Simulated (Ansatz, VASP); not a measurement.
TaN in VASP and in Ansatz

```
CELL_PARAMETERS angstrom
7.76751 4.48457 0.00000
-7.76751 4.48457 0.00000
0.00000 0.00000 8.68764
ATOMIC_POSITIONS crystal
Ta 0.00000 0.00000 0.00000
Ta 0.33333 0.66667 0.00000
Ta 0.66667 0.33333 0.00000
Ta 0.00000 0.66667 0.16667
Ta 0.33333 0.33333 0.16667
Ta 0.66667 0.00000 0.16667
Ta 0.00000 0.33333 0.16667
Ta 0.33333 0.00000 0.16667
Ta 0.66667 0.66667 0.16667
Ta 0.00000 0.00000 0.33333
Ta 0.33333 0.66667 0.33333
Ta 0.66667 0.33333 0.33333
Ta 0.00000 0.66667 0.50000
Ta 0.33333 0.33333 0.50000
Ta 0.66667 0.00000 0.50000
Ta 0.00000 0.33333 0.50000
Ta 0.33333 0.00000 0.50000
Ta 0.66667 0.66667 0.50000
Ta 0.00000 0.00000 0.66667
Ta 0.33333 0.66667 0.66667
Ta 0.66667 0.33333 0.66667
Ta 0.00000 0.66667 0.83333
Ta 0.33333 0.33333 0.83333
Ta 0.66667 0.00000 0.83333
Ta 0.00000 0.33333 0.83333
Ta 0.33333 0.00000 0.83333
Ta 0.66667 0.66667 0.83333
N 0.13114 0.86886 0.00000
N 0.46447 0.53553 0.00000
N 0.79780 0.20220 0.00000
N 0.07106 0.53553 0.00000
N 0.40439 0.20220 0.00000
N 0.73772 0.86886 0.00000
N 0.13114 0.26228 0.00000
N 0.46447 0.92894 0.00000
N 0.79780 0.59561 0.00000
N 0.13114 0.86886 0.33333
N 0.46447 0.53553 0.33333
N 0.79780 0.20220 0.33333
N 0.07106 0.53553 0.33333
N 0.40439 0.20220 0.33333
N 0.73772 0.86886 0.33333
N 0.13114 0.26228 0.33333
N 0.46447 0.92894 0.33333
N 0.79780 0.59561 0.33333
N 0.13114 0.86886 0.66667
N 0.46447 0.53553 0.66667
N 0.79780 0.20220 0.66667
N 0.07106 0.53553 0.66667
N 0.40439 0.20220 0.66667
N 0.73772 0.86886 0.66667
N 0.13114 0.26228 0.66667
N 0.46447 0.92894 0.66667
N 0.79780 0.59561 0.66667
```

Alike in both runs: task single point; functional PBEsol; k mesh 2 × 2 × 2; occupations methfessel-paxton of order 1, width 0.1 eV; no spin polarisation.

|  | VASP | Ansatz |
| --- | --- | --- |
| version | VASP 6.6.1 | Ansatz 0.2.0 |
| potentials or method | VASP PAW PBE potentials, release 64 (Ta_pv, N), cutoff 520 eV | plane-wave PAW DFT |
| valence electrons in the cell | 432 | 486 |

|  | VASP | Ansatz | Ansatz less VASP |
| --- | --- | --- | --- |
| rms of the force components (eV/Å) | 0.017 | 0.015 | -0.0024 |

VASP's potentials were made for PBE, not for PBEsol, and Ansatz warns of the same on its side. VASP's potentials hold 432 valence electrons a cell and Ansatz's 486, so a difference there can come from the potentials and not from the codes.

The k mesh is coarse, so the values compare programs but aren't converged. Neither program's run includes spin-orbit coupling.
